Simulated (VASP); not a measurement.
# KI in VASP: a series of runs

The runs below take KI through single point, relaxation of cell and atoms, with LDA, PBE.

Everything below comes from runs of VASP 6.6.1. Logs are shortened: lines on timing, memory, paths and dates and some standing lists are left out, and cuts for length are marked.

## 1. The cell of the first run

It takes space group Fm-3m (No. 225, cubic). The conventional cell has a = 6.826 Å, b = 6.826 Å, c = 6.826 Å, α = 90.00°, β = 90.00°, γ = 90.00°. Within 4.5 Å of I (site symmetry m-3m) lie 6 K at 3.41 Å. K (site symmetry m-3m) has 6 I at 3.41 Å within 4.5 Å.

## 2. Single point, LDA, non-collinear spin, zero start, spin-orbit coupling

INCAR reads:

```
  PREC = Accurate
  ENCUT = 520
  EDIFF = 1E-6
  ISMEAR = 0
  SIGMA = 0.1
  LREAL = F
  LASPH = T
  NELM = 150
  ALGO = Normal
  ISIF = 2
  LWAVE = F
  LCHARG = F
  MAGMOM = 0 0 0 0 0 0
  LORBIT = 11
  LSORBIT = T
  GGA_COMPAT = F
  LORBMOM = T
  GGA = CA
  NBANDS = 28
```

KPOINTS reads:

```
Automatic mesh
0
Gamma
  5 5 5
```

POSCAR reads:

```
KI
1.0
    0.0000000000      3.4127899735      3.4127899735
    3.4127899735      0.0000000000      3.4127899735
    3.4127899735      3.4127899735      0.0000000000
I K
1 1
Direct
    0.5000000000      0.5000000000      0.5000000000
    0.0000000000      0.0000000000      0.0000000000
```

Potentials or basis: VASP PAW LDA potentials, release 64 (I, K_sv).

On the command line:

```console
cat potpaw_LDA.64/I/POTCAR potpaw_LDA.64/K_sv/POTCAR > POTCAR
mpirun -np 1 vasp_ncl > vasp.out
```

OUTCAR:

```text
PREC = Accurate
   ENCUT = 520
   EDIFF = 1E-6
   ISMEAR = 0
   LREAL = F
   LASPH = T
   NELM = 150
   ISIF = 2
   LORBIT = 11
   LSORBIT = T
   GGA = CA

 ion  position               nearest neighbor table
   1  0.500  0.500  0.500-   2 3.41   2 3.41   2 3.41   2 3.41   2 3.41   2 3.41
   2  0.000  0.000  0.000-   1 3.41   1 3.41   1 3.41   1 3.41   1 3.41   1 3.41

  LATTYP: Found a face centered cubic cell.
 ALAT       =     6.8255799470

  Lattice vectors:

 A1 = (   0.0000000000,   3.4127899735,   3.4127899735)
 A2 = (   3.4127899735,   0.0000000000,   3.4127899735)
 A3 = (   3.4127899735,   3.4127899735,   0.0000000000)

Analysis of symmetry for initial positions (statically):
=====================================================================
 Subroutine PRICEL returns:
 Original cell was already a primitive cell.

 Routine SETGRP: Setting up the symmetry group for a
 face centered cubic supercell.

 Subroutine GETGRP returns: Found 48 space group operations
 (whereof 48 operations were pure point group operations)
 out of a pool of 48 trial point group operations.

The static configuration has the point symmetry O_h .

Analysis of symmetry for dynamics (positions and initial velocities):
=====================================================================
 Subroutine PRICEL returns:
 Original cell was already a primitive cell.

 Routine SETGRP: Setting up the symmetry group for a
 face centered cubic supercell.

 Subroutine GETGRP returns: Found 48 space group operations
 (whereof 48 operations were pure point group operations)
 out of a pool of 48 trial point group operations.

The dynamic configuration has the point symmetry O_h .

Analysis of structural, dynamic, and magnetic symmetry:
=====================================================================
 Subroutine PRICEL returns:
 Original cell was already a primitive cell.

 Routine SETGRP: Setting up the symmetry group for a
 face centered cubic supercell.

 Subroutine GETGRP returns: Found 48 space group operations
 (whereof 48 operations were pure point group operations)
 out of a pool of 48 trial point group operations.

The overall configuration has the point symmetry O_h .

 Subroutine INISYM returns: Found 48 space group operations
 (whereof 48 operations are pure point group operations),
 and found     1 'primitive' translations

----------------------------------------------------------------------------------------

                                     Primitive cell

  volume of cell :      79.4985

  direct lattice vectors                    reciprocal lattice vectors
     0.000000000  3.412789973  3.412789973    -0.146507697  0.146507697  0.146507697
     3.412789973  0.000000000  3.412789973     0.146507697 -0.146507697  0.146507697
     3.412789973  3.412789973  0.000000000     0.146507697  0.146507697 -0.146507697

  length of vectors
     4.826413866  4.826413866  4.826413866     0.253758775  0.253758775  0.253758775

  position of ions in fractional coordinates (direct lattice)
     0.500000000  0.500000000  0.500000000
     0.000000000  0.000000000  0.000000000

  ion indices of the primitive-cell ions
   primitive index   ion index
                 1           1
                 2           2

----------------------------------------------------------------------------------------

 KPOINTS: Automatic mesh

Automatic generation of k-mesh.
 Grid dimensions read from file:
 generate k-points for:    5    5    5

 Generating k-lattice:

  Cartesian coordinates                     Fractional coordinates (reciprocal lattice)
    -0.029301539  0.029301539  0.029301539     0.200000000  0.000000000  0.000000000
[... 81 lines left out ...]
 number of electron      16.0000002 magnetization       0.0000000      0.0000000     -0.0000000

 number of electron      16.0000002 magnetization      -0.0000000      0.0000000     -0.0000000

 number of electron      16.0000002 magnetization       0.0000000      0.0000000      0.0000000

 number of electron      16.0000002 magnetization      -0.0000000     -0.0000000     -0.0000000

 Free energy of the ion-electron system (eV)
  ---------------------------------------------------
  ext. energy  EPLUGINS =         0.00000000
  ---------------------------------------------------
  free energy    TOTEN  =        -6.29877559 eV

  energy without entropy =       -6.29877559  energy(sigma->0) =       -6.29877559

 E-fermi :   0.7229     XC(G=0):  -8.0350

 val. band max:        0.2925368612   @ k =   0.0000   0.0000   0.0000
 cond. band min:       3.8297563185   @ k =   0.0000   0.0000   0.0000
 fundamental gap:      3.5372194573
 Fermi energy:         0.7229244319

 k-point     1 :       0.0000    0.0000    0.0000
  band No.  band energies     occupation
      1     -28.0216      1.00000
      2     -28.0216      1.00000
      3     -11.9428      1.00000
      4     -11.9428      1.00000
      5     -11.6749      1.00000
      6     -11.6749      1.00000
[... 299 lines left out ...]
     27       9.1368      0.00000
     28       9.1368      0.00000

------------------------ aborting loop because EDIFF is reached ----------------------------------------

  FORCE on cell =-STRESS in cart. coord.  units (eV):
  Direction    XX          YY          ZZ          XY          YZ          ZX
  --------------------------------------------------------------------------------------
  -------------------------------------------------------------------------------------
  Total        0.0173616      0.0173616      0.0173616     -0.0000000      0.0000000     -0.0000000
  in kB        0.3498978      0.3498978      0.3498978     -0.0000000      0.0000000     -0.0000000
  external PRESSURE =       0.3498978 kB  Pullay stress =       0.0000000 kB

 VOLUME and BASIS-vectors are now :
 -----------------------------------------------------------------------------
  energy-cutoff  :      520.00
  volume of cell :       79.50
      direct lattice vectors                 reciprocal lattice vectors
     0.000000000  3.412789973  3.412789973    -0.146507697  0.146507697  0.146507697
     3.412789973  0.000000000  3.412789973     0.146507697 -0.146507697  0.146507697
     3.412789973  3.412789973  0.000000000     0.146507697  0.146507697 -0.146507697

 POSITION                                       TOTAL-FORCE (eV/Angst)
 -----------------------------------------------------------------------------------
      3.41279      3.41279      3.41279         0.000000      0.000000      0.000000
      0.00000      0.00000      0.00000         0.000000      0.000000     -0.000000
 -----------------------------------------------------------------------------------
    total drift:                                0.000000      0.000000      0.000000

  FREE ENERGIE OF THE ION-ELECTRON SYSTEM (eV)
  ---------------------------------------------------
  free  energy   TOTEN  =        -6.2987755899 eV

  energy  without entropy=       -6.2987755899  energy(sigma->0) =       -6.29877559

 orbital moment (x)

 # of ion     p       d       tot
 ----------------------------------------
  1         0.000   0.000   0.000
  2         0.000   0.000   0.000
 ----------------------------------------
            0.000   0.000   0.000

 orbital moment (y)

 # of ion     p       d       tot
 ----------------------------------------
  1         0.000  -0.000  -0.000
  2         0.000   0.000   0.000
 ----------------------------------------
            0.000   0.000   0.000

 orbital moment (z)

 # of ion     p       d       tot
 ----------------------------------------
  1         0.000  -0.000  -0.000
  2         0.000  -0.000  -0.000
 ----------------------------------------
            0.000  -0.000  -0.000

 Spin-Orbit-Coupling matrix elements

 Ion:    1  E_soc:     -0.2590336
 l=   1
     0.0000000    -0.0431672    -0.0431672
    -0.0431672     0.0000000    -0.0431672
    -0.0431672    -0.0431672     0.0000000
 l=   2
     0.0000000    -0.0000015     0.0000000    -0.0000015    -0.0000036
    -0.0000015     0.0000000    -0.0000027    -0.0000015    -0.0000009
     0.0000000    -0.0000027     0.0000000    -0.0000027     0.0000000
    -0.0000015    -0.0000015    -0.0000027     0.0000000    -0.0000009
    -0.0000036    -0.0000009     0.0000000    -0.0000009     0.0000000
 l=   3
     0.0000000     0.0000000     0.0000000     0.0000000     0.0000000     0.0000000     0.0000000
     0.0000000     0.0000000     0.0000000     0.0000000     0.0000000     0.0000000     0.0000000
     0.0000000     0.0000000     0.0000000     0.0000000     0.0000000     0.0000000     0.0000000
     0.0000000     0.0000000     0.0000000     0.0000000     0.0000000     0.0000000     0.0000000
     0.0000000     0.0000000     0.0000000     0.0000000     0.0000000     0.0000000     0.0000000
     0.0000000     0.0000000     0.0000000     0.0000000     0.0000000     0.0000000     0.0000000
     0.0000000     0.0000000     0.0000000     0.0000000     0.0000000     0.0000000     0.0000000

 Ion:    2  E_soc:     -0.0090571
 l=   1
     0.0000000    -0.0015065    -0.0015065
    -0.0015065     0.0000000    -0.0015065
    -0.0015065    -0.0015065     0.0000000
 l=   2
     0.0000000     0.0000003     0.0000000     0.0000003    -0.0000033
     0.0000003     0.0000000    -0.0000025     0.0000003    -0.0000008
     0.0000000    -0.0000025     0.0000000    -0.0000025     0.0000000
     0.0000003     0.0000003    -0.0000025     0.0000000    -0.0000008
    -0.0000033    -0.0000008     0.0000000    -0.0000008     0.0000000
 l=   3
     0.0000000     0.0000000     0.0000000     0.0000000     0.0000000     0.0000000     0.0000000
     0.0000000     0.0000000     0.0000000     0.0000000     0.0000000     0.0000000     0.0000000
     0.0000000     0.0000000     0.0000000     0.0000000     0.0000000     0.0000000     0.0000000
     0.0000000     0.0000000     0.0000000     0.0000000     0.0000000     0.0000000     0.0000000
     0.0000000     0.0000000     0.0000000     0.0000000     0.0000000     0.0000000     0.0000000
     0.0000000     0.0000000     0.0000000     0.0000000     0.0000000     0.0000000     0.0000000
     0.0000000     0.0000000     0.0000000     0.0000000     0.0000000     0.0000000     0.0000000

 total charge

# of ion       s       p       d       tot
------------------------------------------
    1        1.498   2.854   0.002   4.355
    2        1.959   5.563   0.032   7.554
--------------------------------------------------
tot          3.457   8.417   0.034  11.909

 magnetization (x)

# of ion       s       p       d       tot
------------------------------------------
    1        0.000   0.000   0.000   0.000
    2        0.000   0.000   0.000   0.000
--------------------------------------------------
tot          0.000   0.000   0.000   0.000

 magnetization (y)

# of ion       s       p       d       tot
------------------------------------------
    1        0.000   0.000   0.000   0.000
    2       -0.000   0.000   0.000   0.000
--------------------------------------------------
tot         -0.000   0.000   0.000   0.000

 magnetization (z)

# of ion       s       p       d       tot
------------------------------------------
    1        0.000   0.000   0.000   0.000
    2       -0.000   0.000   0.000   0.000
--------------------------------------------------
tot         -0.000   0.000   0.000   0.000
```

Wall time 46 s (1 thread of Intel Xeon Platinum 8259CL at 2.50GHz (Skylake/Cascade Lake), shared host); peak memory 0.31 GiB.

What came out:

```yaml
Free_energy: -6.2988 eV
Pressure: 0.0 GPa
Net_moment: 0.00 μB per cell
Valence_electrons_inside_the_program's_atomic_spheres: I 4.36; K 7.55
```

Moments on the atoms (μB; x, y, z):
```
I   0.00 0.00 0.00
K   0.00 0.00 0.00
```

(Continued in part 2 of 2.)
